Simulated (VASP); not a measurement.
Set up this calculation in VASP 6.6.1, as the native input.

```yaml
Task: single point
Functional: LDA
Potentials_or_basis: VASP PAW LDA potentials, release 64 (Cu, O)
Cutoff: 520 eV
k_mesh: 7 × 7 × 2
Occupations: gaussian, width 0.05 eV
Spin: collinear spin, antiferromagnetic start
Starting_moments: "[1.0, 1.0, -1.0, -1.0, 0.0, 0.0, 0.0, 0.0] μB"
Hubbard_terms: Cu d U = 5.0 eV
Dipole_correction: no
Further_INCAR_settings: ALGO = Normal; EDIFF = 1e-06; NBANDS = 48
```

The structure of CuO lies in POSCAR:

```
CuO
1.0
    3.1795331000      0.0000000000      0.0000000000
   -1.5897665500      2.7535564400      0.0000000000
    0.0000000000      0.0000000000      8.8629814600
Cu O
4 4
Direct
    0.0000000000      0.0000000000      0.0000000000
    0.0000000000      0.0000000000      0.2500000000
    0.0000000000      0.0000000000      0.5000000000
    0.0000000000      0.0000000000      0.7500000000
    0.3333333333      0.6666666667      0.1250000000
    0.6666666667      0.3333333333      0.3750000000
    0.3333333333      0.6666666667      0.6250000000
    0.6666666667      0.3333333333      0.8750000000
```

The input as run:

INCAR

```
ALGO = Normal ; EDIFF = 1E-6
ENCUT = 520 ; GGA = CA
ISIF = 2 ; ISMEAR = 0
ISPIN = 2 ; LASPH = True
LCHARG = False ; LDAU = True
LDAUJ = 0 0 ; LDAUL = 2 -1
LDAUPRINT = 1 ; LDAUTYPE = 2
LDAUU = 5 0 ; LMAXMIX = 4
LORBIT = 11 ; LREAL = False
LWAVE = False ; MAGMOM = 1 1 -1 -1 0 0 0 0
NBANDS = 48 ; NELM = 150
PREC = Accurate ; SIGMA = 0.05
```

KPOINTS

```
k-points
0
Gamma
  7 7 2
```

Potentials or basis: VASP PAW LDA potentials, release 64 (Cu, O).

The run is started by

```sh
$ cat potpaw_LDA.64/Cu/POTCAR potpaw_LDA.64/O/POTCAR > POTCAR
$ mpirun -np 1 vasp_std > vasp.out
```

Results of the run:

```yaml
Pressure: -14.1 GPa
Largest_force: 0.063 eV/Å
Band_gap_on_the_k_mesh: zero (filled and empty bands overlap)
Net_moment: 0.00 μB per cell
Site_moments: Cu +0.33, -0.33; O +0.37, +0.00, -0.37 μB
Valence_electrons_inside_the_program's_atomic_spheres: Cu 10.00; O 4.84, 4.85
```

Run time: 2.1 min on 1 thread of Intel Xeon 6975P-C, on a shared host, peak memory 0.22 GiB.
